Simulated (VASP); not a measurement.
Crystal: ZnS3.

```xyz
4
Lattice="4.3166 0.0000 0.0000 0.0000 4.3166 0.0000 0.0000 0.0000 4.3166" Properties=species:S:1:pos:R:3 pbc="T T T"
Zn    0.0000    0.0000    0.0000
S     0.0000    2.1583    2.1583
S     2.1583    0.0000    2.1583
S     2.1583    2.1583    0.0000
```

| Property | Result |
| --- | --- |
| Program | VASP 6.6.1 |
| Task | relaxation of cell and atoms |
| Functional | PBE |
| Potentials or basis | VASP PAW PBE potentials, release 64 (Zn, S) |
| Cutoff | 600 eV |
| k mesh | 4 × 4 × 4 |
| Occupations | gaussian, width 0.1 eV |
| Spin | no spin polarisation |

At the start: pressure -8.5 GPa; volume 20.11 Å³/atom.

Question: Where does the relaxation end?

Answer: Over 3 steps the energy falls by 99.3 meV/atom and the volume is 16.92 Å³/atom (-15.9 %); space group Pm-3m (No. 221, to 0.05 Å).

The path:
```tsv
step	energy change (eV)	largest force (eV/Å)	pressure (GPa)	volume (Å³)
1	0.0000	0.0000	-8.49	80.43
2	-0.3938	0.0000	-1.06	68.66
3	-0.3972	0.0000	-0.09	67.67
```

Final structure:
```yaml
crystal:
  lattice:
    - [4.07499, 0.00000, 0.00000]
    - [0.00000, 4.07499, 0.00000]
    - [0.00000, 0.00000, 4.07499]
  atoms:
    - { symbol: Zn, position: [0.00000, 0.00000, 0.00000] }
    - { symbol: S, position: [0.00000, 0.50000, 0.50000] }
    - { symbol: S, position: [0.50000, 0.00000, 0.50000] }
    - { symbol: S, position: [0.50000, 0.50000, 0.00000] }
```

Caveat: the k points lie up to 0.39 Å⁻¹ apart in the final cell; the volume moved by over 15 % at a fixed basis, so the end points are rough.
